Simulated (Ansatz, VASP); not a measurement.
One calculation of SnSe, two programs

INCAR

```
PREC     = Accurate       # precision mode
ENCUT    = 520            # plane-wave cutoff, eV
EDIFF    = 1E-8           # SCF threshold, eV
ISMEAR   = -1             # smearing method
SIGMA    = 0.05           # smearing width, eV
LREAL    = False          # projectors in reciprocal space
LASPH    = True           # aspherical terms in the spheres
NELM     = 100            # most SCF steps
ALGO     = Normal         # electronic algorithm
ISIF     = 2              # what is computed and relaxed
LWAVE    = False          # write WAVECAR
LCHARG   = False          # write CHGCAR
GGA      = PS             # functional
LEFG     = True         
NBANDS   = 17             # bands
```

Contents of KPOINTS:

```
Automatic mesh
0
Gamma
  11 11 11
```

POSCAR

```
SnSe
1.0
    0.0000000000      3.0694768146      3.0694768146
    3.0694768146      0.0000000000      3.0694768146
    3.0694768146      3.0694768146      0.0000000000
Sn Se
1 1
Direct
    0.0000000000      0.0000000000      0.0000000000
    0.5000000000      0.5000000000      0.5000000000
```

Input for Ansatz:

```yaml
crystal:
  lattice:
    - [0.0, 3.0694768146, 3.0694768146]
    - [3.0694768146, 0.0, 3.0694768146]
    - [3.0694768146, 3.0694768146, 0.0]
  atoms:
    - { symbol: Sn, position: [0.0, 0.0, 0.0] }
    - { symbol: Se, position: [0.5, 0.5, 0.5] }
kpoints:
  mp_grid: { grid: [11, 11, 11] }
scf:
  occupations: { method: fermi_dirac, width: 0.05 }
hamiltonian:
  xc: pbesol
  pseudopotentials: { kind: paw }
output:
  forces: true
  stress: true
  eigenvalues: true
  efg: { contact_densities: true }
```

Change from the starting cell: volume scaled by 1.06, PAW files.

Alike in both runs: task electric field gradients; functional PBEsol; k mesh 11 × 11 × 11; occupations fermi-dirac, width 0.05 eV; no spin polarisation.

```csv
,VASP,Ansatz
version,VASP 6.6.1,Ansatz 0.2.0
potentials or method,"VASP PAW PBE potentials, release 64 (Sn_d, Se)","PAW with Ansatz's default frozen-core files, scalar-relativistic"
plane-wave cutoff (eV),520,420
valence electrons in the cell,20,30
```

|  | VASP | Ansatz | Ansatz less VASP |
| --- | --- | --- | --- |
| pressure (GPa) | -4.3 | -4.3 | -0.01 |

VASP's potentials were made for PBE, not for PBEsol. VASP's potentials hold 20 valence electrons a cell and Ansatz's 30, so a difference there can come from the potentials and not from the codes.
